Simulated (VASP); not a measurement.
# BIr (P-6m2) in VASP: further runs

BIr is run at these levels: LDA; tasks: single point.

All numbers are computed with VASP 6.6.1; they aren't measurements. Logs are shortened: lines on timing, memory, paths and dates and some standing lists are left out, and cuts for length are marked.

## (1) The cell of the first run

It takes space group P-6m2 (No. 187, hexagonal). The conventional cell has a = 3.042 Å, b = 3.042 Å, c = 2.771 Å, α = 90.00°, β = 90.00°, γ = 120.00°. B (site symmetry -6m2) has 6 Ir at 2.24 Å and 2 B at 2.77 Å within 3.0 Å. Ir (site symmetry -6m2) has 6 B at 2.24 Å and 2 Ir at 2.77 Å within 3.0 Å.

## (2) Single point, LDA (strain +0.0250 x Voigt [0, 0, 1, 0, 0, 0])

INCAR reads:

```
SYSTEM = BIr
PREC = Accurate
ENCUT = 520
EDIFF = 1E-6
ISMEAR = 0
SIGMA = 0.15
LREAL = .FALSE.
LASPH = .TRUE.
NELM = 60
ALGO = Normal
ISIF = 2
LWAVE = .FALSE.
LCHARG = .FALSE.
GGA = CA
NBANDS = 13
```

KPOINTS reads:

```
Automatic mesh
0
G
  18 18 18
  0 0 0
```

POSCAR reads:

```
BIr
1.0
    3.0421080792      0.0000000000      0.0000000000
   -1.5210540396      2.6345428776      0.0000000000
    0.0000000000      0.0000000000      2.7705466177
B Ir
1 1
Direct
    0.3333333333      0.6666666667      0.5000000000
    0.0000000000      0.0000000000      0.0000000000
```

Potentials or basis: VASP PAW LDA potentials, release 64 (B, Ir).

Launch:

```sh
$ cat potpaw_LDA.64/B/POTCAR potpaw_LDA.64/Ir/POTCAR > POTCAR
$ mpirun -np 1 vasp_std > vasp.out
```

OUTCAR:

```text
SYSTEM = BIr
   PREC = Accurate
   ENCUT = 520
   EDIFF = 1E-6
   ISMEAR = 0
   LREAL = .FALSE.
   LASPH = .TRUE.
   NELM = 60
   ISIF = 2
   GGA = CA

 ion  position               nearest neighbor table
   1  0.333  0.667  0.500-   2 2.24   2 2.24   2 2.24   2 2.24   2 2.24   2 2.24
   2  0.000  0.000  0.000-   1 2.24   1 2.24   1 2.24   1 2.24   1 2.24   1 2.24

  LATTYP: Found a hexagonal cell.
 ALAT       =     3.0421080792
 C/A-ratio  =     0.9107324742

  Lattice vectors:

 A1 = (   3.0421080792,   0.0000000000,   0.0000000000)
 A2 = (  -1.5210540396,   2.6345428776,   0.0000000000)
 A3 = (   0.0000000000,   0.0000000000,   2.7705466177)

Analysis of symmetry for initial positions (statically):
=====================================================================
 Subroutine PRICEL returns:
 Original cell was already a primitive cell.

 Routine SETGRP: Setting up the symmetry group for a
 hexagonal supercell.

 Subroutine GETGRP returns: Found 12 space group operations
 (whereof 12 operations were pure point group operations)
 out of a pool of 24 trial point group operations.

The static configuration has the point symmetry D_3h.

Analysis of symmetry for dynamics (positions and initial velocities):
=====================================================================
 Subroutine PRICEL returns:
 Original cell was already a primitive cell.

 Routine SETGRP: Setting up the symmetry group for a
 hexagonal supercell.

 Subroutine GETGRP returns: Found 12 space group operations
 (whereof 12 operations were pure point group operations)
 out of a pool of 24 trial point group operations.

The dynamic configuration has the point symmetry D_3h.

 Subroutine INISYM returns: Found 12 space group operations
 (whereof 12 operations are pure point group operations),
 and found     1 'primitive' translations

----------------------------------------------------------------------------------------

                                     Primitive cell

  volume of cell :      22.2047

  direct lattice vectors                    reciprocal lattice vectors
     3.042108079  0.000000000  0.000000000     0.328719419  0.189786245  0.000000000
    -1.521054040  2.634542878  0.000000000     0.000000000  0.379572490  0.000000000
     0.000000000  0.000000000  2.770546618     0.000000000  0.000000000  0.360939604

  length of vectors
     3.042108079  3.042108079  2.770546618     0.379572490  0.379572490  0.360939604

  position of ions in fractional coordinates (direct lattice)
     0.333333333  0.666666667  0.500000000
     0.000000000  0.000000000  0.000000000

  ion indices of the primitive-cell ions
   primitive index   ion index
                 1           1
                 2           2

----------------------------------------------------------------------------------------

 KPOINTS: Automatic mesh

Automatic generation of k-mesh.
 Grid dimensions read from file:
 generate k-points for:   18   18   18

 Generating k-lattice:

  Cartesian coordinates                     Fractional coordinates (reciprocal lattice)
     0.018262190  0.010543680  0.000000000     0.055555556 -0.000000000  0.000000000
     0.000000000  0.021087361  0.000000000     0.000000000  0.055555556  0.000000000
     0.000000000  0.000000000  0.020052200     0.000000000  0.000000000  0.055555556

  Length of vectors
     0.021087361  0.021087361  0.020052200

  Shift w.r.t. Gamma in fractional coordinates (k-lattice)
     0.000000000  0.000000000  0.000000000

 Subroutine IBZKPT returns following result:
 ===========================================

 Found    370 irreducible k-points:

 Following reciprocal coordinates:
            Coordinates               Weight
  0.000000  0.000000  0.000000      1.000000
  0.055556  0.000000  0.000000      6.000000
  0.111111  0.000000  0.000000      6.000000
  0.166667  0.000000  0.000000      6.000000
  0.222222  0.000000  0.000000      6.000000
  0.277778 -0.000000  0.000000      6.000000
[... 16 lines left out ...]
  0.333333  0.111111  0.000000     12.000000
  0.388889  0.111111  0.000000     12.000000
 [... further k-points ...]
   k-points           NKPTS =    370   k-points in BZ     NKDIM =    370   number of bands    NBANDS=     13
   number of dos      NEDOS =    301   number of ions     NIONS =      2
   total plane-waves  NPLWV =  13824
   dimension x,y,z NGX =    24 NGY =   24 NGZ =   24
   dimension x,y,z NGXF=    48 NGYF=   48 NGZF=   48
   ions per type =               1   1
   NGX,Y,Z   is equivalent  to a cutoff of  13.12, 13.12, 14.40 a.u.
   NGXF,Y,Z  is equivalent  to a cutoff of  26.23, 26.23, 28.80 a.u.
 SYSTEM =  BIr
   PREC   = accura    normal or accurate (medium, high low for compatibility)
   ISTART =      0    job   : 0-new  1-cont  2-samecut
   ICHARG =      2    charge: 1-file 2-atom 10-const
   ISPIN  =      1    spin polarized calculation?
   LNONCOLLINEAR =      F non collinear calculations
   LSORBIT =      F    spin-orbit coupling
   LASPH  =      T    aspherical Exc in radial PAW
   ENCUT  =  520.0 eV  38.22 Ry    6.18 a.u.   5.66  5.66  5.15*2*pi/ulx,y,z
   NELM   =     60;   NELMIN=  2; NELMDL= -5     # of ELM steps
   EDIFF  = 0.1E-05   stopping-criterion for ELM
   LREAL  =      F    real-space projection
   EDIFFG = 0.1E-04   stopping-criterion for IOM
   NSW    =      0    number of steps for IOM
   IBRION =     -1    ionic relax: 0-MD 1-quasi-New 2-CG
   NFREE  =      0    steps in history (QN), initial steepest desc. (CG)
   ISIF   =      2    stress and relaxation
   ISYM   =      2    0-nonsym 1-usesym 2-fastsym
   POTIM  = 0.5000    time-step for ionic-motion
   TEBEG  =    0.0;   TEEND  =   0.0 temperature during run
   PSTRESS=    0.0 pullay stress
   NELECT =      12.0000    total number of electrons
   NUPDOWN=      -1.0000    fix difference up-down
   EMIN   =  10.00;   EMAX   =-10.00  energy-range for DOS
   EFERMI =   0.00;   METHOD = LEGACY
   ISMEAR =     0;   SIGMA  =   0.15  broadening in eV -4-tet -1-fermi 0-gaus
   EFERMI_NEDOS =   21; number of points for ismear=-14 and -15
   IALGO  =     38    algorithm
   IMIX   =      4    mixing-type and parameters
     AMIX     =   0.40;   BMIX     =  1.00
     AMIX_MAG =   1.60;   BMIX_MAG =  1.00
  volume/ion in A,a.u.               =      11.10        74.92
  Fermi-wavevector in a.u.,A,eV,Ry     =   1.333481  2.519913 24.193488  1.778171
  Thomas-Fermi vector in A             =   2.462336
   LORBIT       =      0    0 simple, 1 ext, 2 COOP (PROOUT), +10 PAW based schemes
   GGA     = CA    functional components
   LHFCALC =     F    Hartree Fock is set to
   AEXX    =    0.0000 exact exchange contribution
   IVDW    =     0    specifies the selected vdW correction
   LEPSILON=     F    determine dielectric tensor
   LRPA    =     F    only Hartree local field effects (RPA)
 non-spin polarized calculation
 Gauss-broadening in eV      SIGMA  =   0.15
  energy-cutoff  :      520.00
  volume of cell :       22.20
 maximum number of plane-waves:       616
 NGX is ok and might be reduce to    24
   NGX = 11   NGY = 11   NGZ = 11

 number of electron      12.0000002 magnetization

 Free energy of the ion-electron system (eV)
  ---------------------------------------------------
  ext. energy  EPLUGINS =         0.00000000
  ---------------------------------------------------
  free energy    TOTEN  =       -18.11621641 eV

  energy without entropy =      -18.10448393  energy(sigma->0) =      -18.11035017

 E-fermi :   8.8783     XC(G=0): -13.1610

 val. band max:        8.8781720660   @ k =   0.2778   0.2778   0.4444
 cond. band min:       8.8801158843   @ k =   0.3333   0.1667   0.3889
 fundamental gap:      0.0019438182
 Fermi energy:         8.8782964905

 k-point     1 :       0.0000    0.0000    0.0000
  band No.  band energies     occupation
      1      -4.0866      2.00000
      2       2.6747      2.00000
      3       4.0373      2.00000
      4       4.0373      2.00000
      5       7.6751      2.00000
      6       7.6751      2.00000
      7      11.1091      0.00000
      8      14.3813      0.00000
      9      14.3813      0.00000
     10      17.2742      0.00000
     11      22.7406      0.00000
     12      22.8327      0.00000
     13      22.8327      0.00000

 k-point     2 :       0.0556    0.0000    0.0000
  band No.  band energies     occupation
      1      -4.0146      2.00000
      2       2.6890      2.00000
      3       3.9788      2.00000
      4       4.1020      2.00000
      5       7.4973      2.00000
      6       7.6623      2.00000
      7      11.3405      0.00000
      8      14.1823      0.00000
      9      14.2486      0.00000
     10      17.4515      0.00000
     11      22.0008      0.00000
     12      23.0332      0.00000
     13      23.6981      0.00000

 k-point     3 :       0.1111    0.0000    0.0000
  band No.  band energies     occupation
      1      -3.8023      2.00000
      2       2.7171      2.00000
      3       3.8306      2.00000
      4       4.2939      2.00000
      5       7.0763      2.00000
      6       7.6258      2.00000
      7      11.9167      0.00000
      8      13.6369      0.00000
      9      13.8833      0.00000
     10      17.9376      0.00000
     11      21.4548      0.00000
     12      23.5974      0.00000
     13      24.5075      0.00000
[... 305 lines left out ...]
 k-point    23 :       0.3333    0.1111    0.0000
  band No.  band energies     occupation
      1      -1.1567      2.00000
      2       1.7958      2.00000
      3       3.7036      2.00000
      4       5.0935      2.00000
      5       6.7694      2.00000
      6       7.1427      2.00000
      7       9.4373      0.00000
      8      10.6330      0.00000
      9      15.5085      0.00000
     10      20.2601      0.00000
     11      21.8363      0.00000
     12      24.0426      0.00000
     13      26.7295      0.00000

 k-point    24 :       0.3889    0.1111    0.0000
  band No.  band energies     occupation
      1      -0.7237      2.00000
      2       1.6151      2.00000
      3       3.6628      2.00000
      4       4.9598      2.00000
      5       7.0931      2.00000
      6       7.2564      2.00000
      7       9.0051      0.23204
      8      10.1975      0.00000
      9      15.7943      0.00000
     10      20.3130      0.00000
     11      21.3914      0.00000
     12      24.6136      0.00000
     13      26.9025      0.00000

 [... further k-points ...]
[... 5 lines left out ...]
  --------------------------------------------------------------------------------------
  -------------------------------------------------------------------------------------
  Total       -1.8075686     -1.8075686     -3.5384878      0.0000000     -0.0000000      0.0000000
  in kB     -130.4247477   -130.4247477   -255.3188708      0.0000000     -0.0000000      0.0000000
  external PRESSURE =    -172.0561221 kB  Pullay stress =       0.0000000 kB

 VOLUME and BASIS-vectors are now :
 -----------------------------------------------------------------------------
  energy-cutoff  :      520.00
  volume of cell :       22.20
      direct lattice vectors                 reciprocal lattice vectors
     3.042108079  0.000000000  0.000000000     0.328719419  0.189786245  0.000000000
    -1.521054040  2.634542878  0.000000000     0.000000000  0.379572490  0.000000000
     0.000000000  0.000000000  2.770546618     0.000000000  0.000000000  0.360939604

 POSITION                                       TOTAL-FORCE (eV/Angst)
 -----------------------------------------------------------------------------------
     -0.00000      1.75636      1.38527        -0.000000      0.000000      0.000000
      0.00000      0.00000      0.00000         0.000000     -0.000000      0.000000
 -----------------------------------------------------------------------------------
    total drift:                               -0.000000      0.000000      0.000000

  FREE ENERGIE OF THE ION-ELECTRON SYSTEM (eV)
  ---------------------------------------------------
  free  energy   TOTEN  =       -18.1162164135 eV

  energy  without entropy=      -18.1044839280  energy(sigma->0) =      -18.11035017
```

It used 93 s of CPU time on 1 thread of AMD EPYC 7R13 Processor (Zen 3), on a shared host.

Results:

* Free energy: -18.1162 eV
* Pressure: -17.2 GPa
* Band gap on the k mesh: zero (band 6 reaches 9.00 eV, above the bottom of band 7 at 7.91 eV)

Caveat: the cell differs from its parent crystal (strain +0.0250 x Voigt [0, 0, 1, 0, 0, 0]); spin-orbit coupling is left out, which moves the levels of the heavy elements.

(Continued in part 2 of 2.)
